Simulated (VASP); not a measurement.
## HfN: single point with LDA

The system is HfN.

```xyz
2
Lattice="0.0000 2.4383 2.4383 2.4383 0.0000 2.4383 2.4383 2.4383 0.0000" Properties=species:S:1:pos:R:3 pbc="T T T"
Hf    0.0000    0.0000    0.0000
N     1.2192    1.2192    1.2192
```

| Property | Result |
| --- | --- |
| Program | VASP 6.6.1 |
| Task | single point |
| Functional | LDA |
| Potentials or basis | VASP PAW LDA potentials, release 64 (Hf_pv, N) |
| Cutoff | 520 eV |
| k mesh | 9 × 9 × 9 |
| Occupations | fermi-dirac, width 0.05 eV |
| Spin | no spin polarisation |
| Dipole correction | no |
| Further INCAR settings | ALGO = Normal; EDIFF = 1e-07; NBANDS = 14 |

| Item | Value |
| --- | --- |
| Pressure | -6.3 GPa |

Levels at points of the mesh, in eV from the Fermi level:
```
           k point  band 4  band 5  band 6  band 7  band 8  band 9  band 10  band 11
(0.00, 0.00, 0.00)  -16.02   -5.55   -5.55   -5.55   -0.58    2.17     2.17     6.67
```

Wall time 12 s on 1 thread of Intel(R) Xeon(R) Platinum 8124M CPU @ 3.00GHz (Skylake/Cascade Lake) (shared host), peak memory 0.15 GiB.

Caveat: spin-orbit coupling is left out, which moves the levels of the heavy elements.
